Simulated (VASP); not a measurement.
BN: relaxation of cell and atoms with PBE

BN:

```xyz
2
Lattice="0.0000 1.8123 1.8123 1.8123 0.0000 1.8123 1.8123 1.8123 0.0000" Properties=species:S:1:pos:R:3 pbc="T T T"
B     0.0000    0.0000    0.0000
N     2.7185    2.7185    2.7185
```

```json
{
 "Program": "VASP 6.6.1",
 "Task": "relaxation of cell and atoms",
 "Functional": "PBE",
 "Potentials or basis": "VASP PAW PBE potentials, release 64 (B, N)",
 "Cutoff": "600 eV",
 "k mesh": "12 × 12 × 12",
 "Occupations": "gaussian, width 0.01 eV",
 "Spin": "no spin polarisation",
 "Target pressure": "7 GPa",
 "Dipole correction": "no",
 "Further INCAR settings": "ALGO = Normal; EDIFF = 1e-07; IBRION = 2; EDIFFG = -0.001; NSW = 80; ISIF = 3"
}
```

| Quantity | Value |
| --- | --- |
| Relaxed volume | 5.85 Å³/atom |
| Relaxed cell | a = 2.548 Å, b = 2.548 Å, c = 2.548 Å, α = 60.00°, β = 60.00°, γ = 60.00° |
| Space group after relaxing (to 0.05 Å) | F-43m (No. 216) |
| Energy change on relaxing (the enthalpy is what falls) | +2.3 meV/atom |
| Ionic steps | 3 |
| Pressure after relaxing | 7.0 GPa |
| Band gap on the k mesh | 4.47 eV, indirect (least direct gap 8.87 eV) |

Step by step:
```tsv
step	energy change (eV)	largest force (eV/Å)	pressure (GPa)	volume (Å³)
1	0.0000	0.0000	-0.04	11.91
2	0.0204	0.0000	15.22	11.46
3	0.0046	0.0000	6.98	11.69
```

Final structure:
```cif
data_structure
_symmetry_space_group_name_H-M 'P 1'
_symmetry_Int_Tables_number 1
_cell_length_a 2.5475
_cell_length_b 2.5475
_cell_length_c 2.5475
_cell_angle_alpha 60.000
_cell_angle_beta 60.000
_cell_angle_gamma 60.000
_cell_volume 11.69
loop_
_atom_site_label
_atom_site_type_symbol
_atom_site_fract_x
_atom_site_fract_y
_atom_site_fract_z
_atom_site_occupancy
B1 B 0.00000 0.00000 0.00000 1
N1 N 0.75000 0.75000 0.75000 1
```

Levels at points of the mesh, in eV from the valence-band top:
```
           k point  band 1  band 2  band 3  band 4  band 5  band 6  band 7  band 8
(0.00, 0.00, 0.00)  -20.35    0.00    0.00    0.00    8.87    8.87    8.87   10.52
(0.50, 0.00, 0.00)  -16.08  -10.78   -1.96   -1.96   10.28   10.76   10.76   15.36
(0.50, 0.50, 0.00)  -14.70   -8.98   -4.95   -4.95    4.47    9.29   18.08   18.08
```

It took 13 s on 1 thread of Intel(R) Xeon(R) Platinum 8488C (Sapphire Rapids) (shared host), peak memory 0.12 GiB.

Caveat: the cell is relaxed towards a set pressure, so the enthalpy falls and the energy may rise. A k mesh can miss the band edges.
